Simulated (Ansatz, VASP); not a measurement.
## Sr2TiPd3: VASP beside Ansatz

```xyz
6
Lattice="4.5420 0.0000 0.0000 -2.2710 3.9335 0.0000 0.0000 0.0000 4.5987" Properties=species:S:1:pos:R:3 pbc="T T T"
Sr    0.0000    2.6223    3.6708
Sr    2.2710    1.3112    0.9279
Ti    0.0000    0.0000    2.2993
Pd    2.2710    0.0000    0.0000
Pd   -1.1355    1.9667    0.0000
Pd    1.1355    1.9667    0.0000
```

Alike in both runs: task single point; functional PBE; k mesh 6 × 6 × 4; occupations gaussian, width 0.1 eV; no spin polarisation.

|  | VASP | Ansatz |
| --- | --- | --- |
| version | VASP 6.6.1 | Ansatz 0.2.0 |
| potentials or method | VASP PAW PBE potentials, release 64 (Sr_sv, Ti_sv, Pd), cutoff 520 eV | scalar-relativistic, plane waves, PAW |
| valence electrons in the cell | 62 | 86 |

```csv
,VASP,Ansatz,Ansatz less VASP
gap on the k mesh at the Fermi level (eV),none,none,-
rms of the force components (eV/Å),38.900,39.613,+0.7130
```

Atom by atom the forces differ by 0.713 eV/Å (rms over components). A gap of «none» marks a metal or a gap that the smearing closes. VASP's potentials hold 62 valence electrons a cell and Ansatz's 86, so a difference there can come from the potentials and not from the codes.
